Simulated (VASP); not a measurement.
# MoS2 (P6_3/mmc) in VASP: further runs

Runs on MoS2. Level: PBEsol. Tasks: single point.

Everything below comes from runs of VASP 6.6.1. Logs are shortened: lines on timing, memory, paths and dates and some standing lists are left out, and cuts for length are marked.

### Step 1. The cell of the first run

The structure is hexagonal, space group P6_3/mmc (No. 194). Conventional cell: a = 3.169 Å, b = 3.169 Å, c = 12.324 Å, α = 90.00°, β = 90.00°, γ = 120.00°. Mo (site symmetry -6m2) has 6 S at 2.41 Å and 6 Mo at 3.17 Å within 3.2 Å. S (site symmetry 3m) has 3 Mo at 2.41 Å and 7 S at 3.13 to 3.17 Å within 3.2 Å.

### Step 2. Single point, PBEsol, collinear spin

INCAR reads:

```
SYSTEM = MoS2
  PREC = Accurate
  ENCUT = 520
  EDIFF = 1E-7
  ISMEAR = 0
  SIGMA = 0.1
  LREAL = .False.
  LASPH = .True.
  NELM = 150
  ALGO = Normal
  ISIF = 2
  LWAVE = .False.
  LCHARG = .False.
  ISPIN = 2
  MAGMOM = 1 1 0 0 0 0
  LORBIT = 11
  LMAXMIX = 4
  GGA = PS
  NBANDS = 39
```

KPOINTS reads:

```
Automatic mesh
0
Gamma
  6 6 2
  0 0 0
```

POSCAR reads:

```
MoS2
1.0
    3.1690000000      0.0000000000      0.0000000000
   -1.5845000000      2.7444345046      0.0000000000
    0.0000000000      0.0000000000     12.3240000000
Mo S
2 4
Direct
    0.3333333333      0.6666666667      0.2500000000
    0.6666666667      0.3333333333      0.7500000000
    0.3333333333      0.6666666667      0.6230000000
    0.6666666667      0.3333333333      0.1230000000
    0.3333333333      0.6666666667      0.8770000000
    0.6666666667      0.3333333333      0.3770000000
```

Potentials or basis: VASP PAW PBE potentials, release 64 (Mo_sv, S).

The run is started by

```console
cat potpaw_PBE.64/Mo_sv/POTCAR potpaw_PBE.64/S/POTCAR > POTCAR
mpirun -np 1 vasp_std > vasp.out
```

OUTCAR:

```text
SYSTEM = MoS2
   PREC = Accurate
   ENCUT = 520
   EDIFF = 1E-7
   ISMEAR = 0
   LREAL = .False.
   LASPH = .True.
   NELM = 150
   ISIF = 2
   ISPIN = 2
   LORBIT = 11
   GGA = PS

 ion  position               nearest neighbor table
   1  0.333  0.667  0.250-   4 2.41   6 2.41   4 2.41   6 2.41   4 2.41   6 2.41
   2  0.667  0.333  0.750-   3 2.41   5 2.41   3 2.41   5 2.41   3 2.41   5 2.41
   3  0.333  0.667  0.623-   2 2.41   2 2.41   2 2.41
   4  0.667  0.333  0.123-   1 2.41   1 2.41   1 2.41
   5  0.333  0.667  0.877-   2 2.41   2 2.41   2 2.41
   6  0.667  0.333  0.377-   1 2.41   1 2.41   1 2.41

  LATTYP: Found a hexagonal cell.
 ALAT       =     3.1690000000
 C/A-ratio  =     3.8889239508

  Lattice vectors:

 A1 = (   3.1690000000,   0.0000000000,   0.0000000000)
 A2 = (  -1.5845000000,   2.7444345046,   0.0000000000)
 A3 = (   0.0000000000,   0.0000000000,  12.3240000000)

Analysis of symmetry for initial positions (statically):
=====================================================================
 Subroutine PRICEL returns:
 Original cell was already a primitive cell.

 Routine SETGRP: Setting up the symmetry group for a
 hexagonal supercell.

 Subroutine GETGRP returns: Found 24 space group operations
 (whereof 12 operations were pure point group operations)
 out of a pool of 24 trial point group operations.

The static configuration has the point symmetry D_3d.
 The point group associated with its full space group is D_6h.

Analysis of symmetry for dynamics (positions and initial velocities):
=====================================================================
 Subroutine PRICEL returns:
 Original cell was already a primitive cell.

 Routine SETGRP: Setting up the symmetry group for a
 hexagonal supercell.

 Subroutine GETGRP returns: Found 24 space group operations
 (whereof 12 operations were pure point group operations)
 out of a pool of 24 trial point group operations.

The dynamic configuration has the point symmetry D_3d.
 The point group associated with its full space group is D_6h.

Analysis of structural, dynamic, and magnetic symmetry:
=====================================================================
 Subroutine PRICEL returns:
 Original cell was already a primitive cell.

 Routine SETGRP: Setting up the symmetry group for a
 hexagonal supercell.

 Subroutine GETGRP returns: Found 24 space group operations
 (whereof 12 operations were pure point group operations)
 out of a pool of 24 trial point group operations.

The overall configuration has the point symmetry D_3d.
 The point group associated with its full space group is D_6h.

 Subroutine INISYM returns: Found 24 space group operations
 (whereof 12 operations are pure point group operations),
 and found     1 'primitive' translations

----------------------------------------------------------------------------------------

                                     Primitive cell

  volume of cell :     107.1832

  direct lattice vectors                    reciprocal lattice vectors
     3.169000000  0.000000000  0.000000000     0.315556958  0.182186895  0.000000000
    -1.584500000  2.744434505  0.000000000     0.000000000  0.364373789  0.000000000
     0.000000000  0.000000000 12.324000000     0.000000000  0.000000000  0.081142486

  length of vectors
     3.169000000  3.169000000 12.324000000     0.364373789  0.364373789  0.081142486

  position of ions in fractional coordinates (direct lattice)
     0.333333333  0.666666667  0.250000000
     0.666666667  0.333333333  0.750000000
     0.333333333  0.666666667  0.623000000
     0.666666667  0.333333333  0.123000000
     0.333333333  0.666666667  0.877000000
     0.666666667  0.333333333  0.377000000

  ion indices of the primitive-cell ions
   primitive index   ion index
                 1           1
                 2           2
                 3           3
                 4           4
                 5           5
                 6           6

----------------------------------------------------------------------------------------

 KPOINTS: Automatic mesh

Automatic generation of k-mesh.
 Grid dimensions read from file:
 generate k-points for:    6    6    2

 Generating k-lattice:

  Cartesian coordinates                     Fractional coordinates (reciprocal lattice)
     0.052592826  0.030364482  0.000000000     0.166666667  0.000000000  0.000000000
     0.000000000  0.060728965  0.000000000     0.000000000  0.166666667  0.000000000
     0.000000000  0.000000000  0.040571243     0.000000000  0.000000000  0.500000000

  Length of vectors
     0.060728965  0.060728965  0.040571243

  Shift w.r.t. Gamma in fractional coordinates (k-lattice)
     0.000000000  0.000000000  0.000000000

 Subroutine IBZKPT returns following result:
 ===========================================

 Found     14 irreducible k-points:

 Following reciprocal coordinates:
            Coordinates               Weight
  0.000000  0.000000  0.000000      1.000000
  0.166667 -0.000000  0.000000      6.000000
  0.333333 -0.000000  0.000000      6.000000
  0.500000 -0.000000  0.000000      3.000000
  0.166667  0.166667  0.000000      6.000000
  0.333333  0.166667  0.000000     12.000000
  0.333333  0.333333  0.000000      2.000000
  0.000000  0.000000  0.500000      1.000000
  0.166667 -0.000000  0.500000      6.000000
  0.333333 -0.000000  0.500000      6.000000
  0.500000 -0.000000  0.500000      3.000000
  0.166667  0.166667  0.500000      6.000000
  0.333333  0.166667  0.500000     12.000000
  0.333333  0.333333  0.500000      2.000000
   k-points           NKPTS =     14   k-points in BZ     NKDIM =     14   number of bands    NBANDS=     39
   number of dos      NEDOS =    301   number of ions     NIONS =      6
   total plane-waves  NPLWV =  55296
   dimension x,y,z NGX =    24 NGY =   24 NGZ =   96
   dimension x,y,z NGXF=    48 NGYF=   48 NGZF=  192
   ions per type =               2   4
   NGX,Y,Z   is equivalent  to a cutoff of  12.59, 12.59, 12.95 a.u.
   NGXF,Y,Z  is equivalent  to a cutoff of  25.18, 25.18, 25.90 a.u.
 SYSTEM =  MoS2
   PREC   = accura    normal or accurate (medium, high low for compatibility)
   ISTART =      0    job   : 0-new  1-cont  2-samecut
   ICHARG =      2    charge: 1-file 2-atom 10-const
   ISPIN  =      2    spin polarized calculation?
   LNONCOLLINEAR =      F non collinear calculations
   LSORBIT =      F    spin-orbit coupling
   LASPH  =      T    aspherical Exc in radial PAW
   ENCUT  =  520.0 eV  38.22 Ry    6.18 a.u.   5.89  5.89 22.91*2*pi/ulx,y,z
   NELM   =    150;   NELMIN=  2; NELMDL= -5     # of ELM steps
   EDIFF  = 0.1E-06   stopping-criterion for ELM
   LREAL  =      F    real-space projection
   EDIFFG = 0.1E-05   stopping-criterion for IOM
   NSW    =      0    number of steps for IOM
   IBRION =     -1    ionic relax: 0-MD 1-quasi-New 2-CG
   NFREE  =      0    steps in history (QN), initial steepest desc. (CG)
   ISIF   =      2    stress and relaxation
   ISYM   =      2    0-nonsym 1-usesym 2-fastsym
   POTIM  = 0.5000    time-step for ionic-motion
   TEBEG  =    0.0;   TEEND  =   0.0 temperature during run
   PSTRESS=    0.0 pullay stress
   NELECT =      52.0000    total number of electrons
   NUPDOWN=      -1.0000    fix difference up-down
   EMIN   =  10.00;   EMAX   =-10.00  energy-range for DOS
   EFERMI =   0.00;   METHOD = LEGACY
   ISMEAR =     0;   SIGMA  =   0.10  broadening in eV -4-tet -1-fermi 0-gaus
   EFERMI_NEDOS =   21; number of points for ismear=-14 and -15
   IALGO  =     38    algorithm
   IMIX   =      4    mixing-type and parameters
     AMIX     =   0.40;   BMIX     =  1.00
     AMIX_MAG =   1.60;   BMIX_MAG =  1.00
  volume/ion in A,a.u.               =      17.86       120.55
  Fermi-wavevector in a.u.,A,eV,Ry     =   1.286373  2.430893 22.514325  1.654756
  Thomas-Fermi vector in A             =   2.418452
   LORBIT       =     11    0 simple, 1 ext, 2 COOP (PROOUT), +10 PAW based schemes
   GGA     = PS    functional components
   LHFCALC =     F    Hartree Fock is set to
   AEXX    =    0.0000 exact exchange contribution
   IVDW    =     0    specifies the selected vdW correction
   LEPSILON=     F    determine dielectric tensor
   LRPA    =     F    only Hartree local field effects (RPA)
 spin polarized calculation
 Gauss-broadening in eV      SIGMA  =   0.10
  energy-cutoff  :      520.00
  volume of cell :      107.18
 maximum number of plane-waves:      2908
 NGX is ok and might be reduce to    24
   NGX = 11   NGY = 11   NGZ = 45

 number of electron      51.9999997 magnetization       0.0005938

 Free energy of the ion-electron system (eV)
  ---------------------------------------------------
  ext. energy  EPLUGINS =         0.00000000
  ---------------------------------------------------
  free energy    TOTEN  =       -46.87874396 eV

  energy without entropy =      -46.87874396  energy(sigma->0) =      -46.87874396

 E-fermi :   7.8181     XC(G=0): -10.9948

 val. band max:        7.4091435178   @ k =   0.0000   0.0000   0.0000
 cond. band min:       8.2671829800   @ k =   0.1667   0.1667   0.0000
 fundamental gap:      0.8580394622
 Fermi energy:         7.8181017168

 spin component 1

 k-point     1 :       0.0000    0.0000    0.0000
  band No.  band energies     occupation
      1     -54.0030      1.00000
      2     -54.0030      1.00000
      3     -28.1920      1.00000
      4     -28.1920      1.00000
      5     -27.9591      1.00000
      6     -27.9591      1.00000
[... 30 lines left out ...]
     37      15.4325      0.00000
     38      15.9214      0.00000

 k-point     2 :       0.1667   -0.0000    0.0000
  band No.  band energies     occupation
      1     -53.9930      1.00000
      2     -53.9930      1.00000
      3     -28.1723      1.00000
      4     -28.1722      1.00000
      5     -28.0594      1.00000
      6     -28.0594      1.00000
[... 30 lines left out ...]
     37      15.9704      0.00000
     38      16.2927      0.00000
[... 449 lines left out ...]
     37      15.3384      0.00000
     38      15.3384      0.00000

 k-point    14 :       0.3333    0.3333    0.5000
  band No.  band energies     occupation
      1     -53.9578      1.00000
      2     -53.9578      1.00000
      3     -28.2545      1.00000
      4     -28.2545      1.00000
      5     -28.2097      1.00000
      6     -28.2097      1.00000
[... 30 lines left out ...]
     37      14.6735      0.00000
     38      14.6735      0.00000
 Fermi energy:         7.8181017168

 spin component 2

 k-point     1 :       0.0000    0.0000    0.0000
  band No.  band energies     occupation
      1     -54.0030      1.00000
      2     -54.0030      1.00000
      3     -28.1920      1.00000
      4     -28.1920      1.00000
      5     -27.9591      1.00000
      6     -27.9591      1.00000
[... 30 lines left out ...]
     37      15.4326      0.00000
     38      15.9216      0.00000

 k-point     2 :       0.1667   -0.0000    0.0000
  band No.  band energies     occupation
      1     -53.9930      1.00000
      2     -53.9930      1.00000
      3     -28.1723      1.00000
      4     -28.1722      1.00000
      5     -28.0594      1.00000
      6     -28.0594      1.00000
[... 30 lines left out ...]
     37      15.9705      0.00000
     38      16.2928      0.00000
[... 449 lines left out ...]
     37      15.3386      0.00000
     38      15.3386      0.00000

 k-point    14 :       0.3333    0.3333    0.5000
  band No.  band energies     occupation
      1     -53.9578      1.00000
      2     -53.9578      1.00000
      3     -28.2545      1.00000
      4     -28.2545      1.00000
      5     -28.2097      1.00000
      6     -28.2097      1.00000
[... 30 lines left out ...]
     37      14.6737      0.00000
     38      14.6737      0.00000
 [bands above 38 left out]

------------------------ aborting loop because EDIFF is reached ----------------------------------------

  FORCE on cell =-STRESS in cart. coord.  units (eV):
  Direction    XX          YY          ZZ          XY          YZ          ZX
  --------------------------------------------------------------------------------------
  -------------------------------------------------------------------------------------
  Total       -2.1997835     -2.1997835     -1.5841115      0.0000000      0.0000000      0.0000000
  in kB      -32.8824167    -32.8824167    -23.6793365      0.0000000      0.0000000      0.0000000
  external PRESSURE =     -29.8147233 kB  Pullay stress =       0.0000000 kB

 VOLUME and BASIS-vectors are now :
 -----------------------------------------------------------------------------
  energy-cutoff  :      520.00
  volume of cell :      107.18
      direct lattice vectors                 reciprocal lattice vectors
     3.169000000  0.000000000  0.000000000     0.315556958  0.182186895  0.000000000
    -1.584500000  2.744434505  0.000000000     0.000000000  0.364373789  0.000000000
     0.000000000  0.000000000 12.324000000     0.000000000  0.000000000  0.081142486

 POSITION                                       TOTAL-FORCE (eV/Angst)
 -----------------------------------------------------------------------------------
     -0.00000      1.82962      3.08100         0.000000     -0.000000      0.000000
      1.58450      0.91481      9.24300        -0.000000      0.000000      0.000000
     -0.00000      1.82962      7.67785         0.000000      0.000000      0.307331
      1.58450      0.91481      1.51585        -0.000000      0.000000      0.307331
     -0.00000      1.82962     10.80815         0.000000      0.000000     -0.307331
      1.58450      0.91481      4.64615        -0.000000      0.000000     -0.307331
 -----------------------------------------------------------------------------------
    total drift:                               -0.000000      0.000000     -0.000000

  FREE ENERGIE OF THE ION-ELECTRON SYSTEM (eV)
  ---------------------------------------------------
  free  energy   TOTEN  =       -46.8787439611 eV

  energy  without entropy=      -46.8787439611  energy(sigma->0) =      -46.87874396

 total charge

# of ion       s       p       d       tot
------------------------------------------
    1        2.293   6.220   3.957  12.470
    2        2.293   6.220   3.957  12.470
    3        1.358   2.315   0.000   3.673
    4        1.358   2.315   0.000   3.673
    5        1.358   2.315   0.000   3.673
    6        1.358   2.315   0.000   3.673
--------------------------------------------------
tot         10.019  21.700   7.913  39.632

 magnetization (x)

# of ion       s       p       d       tot
------------------------------------------
    1        0.000   0.000  -0.000  -0.000
    2        0.000   0.000  -0.000  -0.000
    3       -0.000  -0.000   0.000  -0.000
    4       -0.000  -0.000   0.000  -0.000
    5       -0.000  -0.000   0.000  -0.000
    6       -0.000  -0.000   0.000  -0.000
--------------------------------------------------
tot         -0.000  -0.000  -0.000  -0.000
```

Wall time 85 s (1 thread of Intel Xeon Platinum 8488C (Sapphire Rapids), shared host); peak memory 0.3 GiB.

Results:

- Free energy: -46.8787 eV
- Pressure: -3.0 GPa
- Largest force: 0.307 eV/Å
- Band gap on the k mesh: 0.86 eV (least direct gap 1.65 eV)
- Net moment: 0.00 μB per cell
- Valence electrons inside the program's atomic spheres: Mo 12.47; S 3.67

Forces in eV/Å, atoms in the order of the input:
```
Mo   0.000  0.000  0.000
Mo   0.000  0.000  0.000
S    0.000  0.000  0.307
S    0.000  0.000  0.307
S    0.000  0.000 -0.307
S    0.000  0.000 -0.307
```

Levels at points of the mesh, in eV from the valence-band top:
Spin up:
```csv
k point,band 22,band 23,band 24,band 25,band 26,band 27,band 28,band 29,band 30,band 31
"(0.00, 0.00, 0.00)",-2.12,-2.12,-1.18,-1.17,0.00,2.11,2.11,2.13,2.13,2.29
"(0.50, 0.00, 0.00)",-2.48,-1.72,-1.51,-1.42,-1.29,1.61,1.66,2.00,2.27,2.82
"(0.00, 0.00, 0.50)",-2.15,-2.15,-2.15,-0.27,-0.27,2.11,2.11,2.11,2.11,2.38
"(0.50, 0.00, 0.50)",-2.63,-1.62,-1.62,-1.35,-1.35,1.63,1.63,2.14,2.14,3.19
```
Spin down:
```tsv
k point	band 24	band 25	band 26	band 27	band 28	band 29
(0.00, 0.00, 0.00)	-1.18	-1.17	0.00	2.11	2.11	2.13
(0.50, 0.00, 0.00)	-1.51	-1.42	-1.29	1.61	1.66	2.00
(0.00, 0.00, 0.50)	-2.15	-0.27	-0.27	2.11	2.11	2.11
(0.50, 0.00, 0.50)	-1.62	-1.35	-1.35	1.63	1.63	2.14
```

Caveat: the PAW data sets were made with another functional, which shifts forces and pressure a little; this functional lacks dispersion, which binds layers or chains, so the pressure and a relaxed spacing across them are unreliable.

### Step 3. Single point, PBEsol (16.84 Å³/atom)

This run uses another cell than the first one, of 16.84 Å³/atom.

INCAR reads:

```
SYSTEM = MoS2
ALGO = Normal
EDIFF = 1E-7
ENCUT = 520
GGA = PS
ISIF = 2
ISMEAR = 0
LASPH = .True.
LCHARG = .False.
LREAL = .False.
LWAVE = .False.
NBANDS = 35
NELM = 60
PREC = Accurate
SIGMA = 0.02
```

KPOINTS reads:

```
k-points
0
Gamma
  12 12 4
  0 0 0
```

POSCAR reads:

```
MoS2
1.0
    3.1225568295      0.0000000000      0.0000000000
   -1.5612784148      2.7042135391      0.0000000000
    0.0000000000      0.0000000000     11.9674974229
Mo S
2 4
Direct
    0.3333333333      0.6666666667      0.2500000000
    0.6666666667      0.3333333333      0.7500000000
    0.3333333333      0.6666666667      0.6195131985
    0.6666666667      0.3333333333      0.1195131985
    0.3333333333      0.6666666667      0.8804868015
    0.6666666667      0.3333333333      0.3804868015
```

Potentials or basis: VASP PAW PBE potentials, release 64 (Mo_sv, S).

The run is started by

```console
cat potpaw_PBE.64/Mo_sv/POTCAR potpaw_PBE.64/S/POTCAR > POTCAR
mpirun -np 1 vasp_std > vasp.out
```

Run time: 2.6 min. Hardware: 1 thread of Intel Xeon Platinum 8488C (Sapphire Rapids), shared host; peak memory 0.31 GiB.

Results (log left out):

```yaml
Free_energy: -46.8665 eV
Pressure: 2.2 GPa
Band_gap_on_the_k_mesh: 0.71 eV (least direct gap 1.77 eV)
```

Forces in eV/Å, atoms in the order of the input:
```
Mo   0.000  0.000  0.000
Mo   0.000  0.000  0.000
S    0.000  0.000  0.002
S    0.000  0.000  0.002
S    0.000  0.000 -0.002
S    0.000  0.000 -0.002
```

Levels at points of the mesh, in eV from the valence-band top:
| k point | band 22 | band 23 | band 24 | band 25 | band 26 | band 27 | band 28 | band 29 | band 30 | band 31 |
| --- | --- | --- | --- | --- | --- | --- | --- | --- | --- | --- |
| (0.00, 0.00, 0.00) | -2.18 | -2.18 | -1.43 | -1.08 | 0.00 | 2.13 | 2.13 | 2.17 | 2.17 | 2.28 |
| (0.50, 0.00, 0.00) | -2.62 | -1.80 | -1.58 | -1.50 | -1.41 | 1.67 | 1.73 | 2.01 | 2.39 | 2.79 |
| (0.00, 0.00, 0.50) | -2.21 | -2.21 | -2.21 | -0.28 | -0.28 | 2.13 | 2.13 | 2.13 | 2.13 | 2.42 |
| (0.50, 0.00, 0.50) | -2.83 | -1.65 | -1.65 | -1.48 | -1.48 | 1.70 | 1.70 | 2.21 | 2.21 | 3.21 |

Caveat: the PAW data sets were made with another functional, which shifts forces and pressure a little; this functional lacks dispersion, which binds layers or chains, so the pressure and a relaxed spacing across them are unreliable.
